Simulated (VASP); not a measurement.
Ru: single point with PBE

Ru:

```
Ru
1.0
    -2.72003    0.00000    0.00000
    -1.36001   -2.35561    0.00000
     0.00000    0.00000   12.89031
Ru
6
Direct
  0.33333 0.33333 0.08333
  0.33333 0.33333 0.41667
  0.33333 0.33333 0.75000
  0.66667 0.66667 0.25000
  0.66667 0.66667 0.58333
  0.66667 0.66667 0.91667
```

```yaml
Program: VASP 6.6.1
Task: single point
Functional: PBE
Potentials_or_basis: VASP PAW PBE potentials, release 64 (Ru_pv)
Cutoff: 520 eV
k_mesh: 25 × 25 × 5
Occupations: gaussian, width 0.15 eV
Spin: no spin polarisation
```

The pressure is -0.1 GPa and the band gap on the k mesh is zero (bands 42 and 43 overlap by 3.09 eV).

Stress tensor (GPa, compression positive):
```
 0.15  0.00  0.00
 0.00  0.15  0.00
 0.00  0.00 -0.45
```

Levels at points of the mesh, in eV from the Fermi level:
| k point | band 39 | band 40 | band 41 | band 42 | band 43 | band 44 | band 45 | band 46 |
| --- | --- | --- | --- | --- | --- | --- | --- | --- |
| (0.00, 0.00, 0.00) | -1.88 | -1.43 | -1.43 | -1.38 | -1.38 | -0.22 | -0.22 | -0.22 |

Run time: 6.1 min on 1 thread of Intel(R) Xeon(R) 6975P-C (Granite Rapids), on a shared host, peak memory 0.59 GiB.
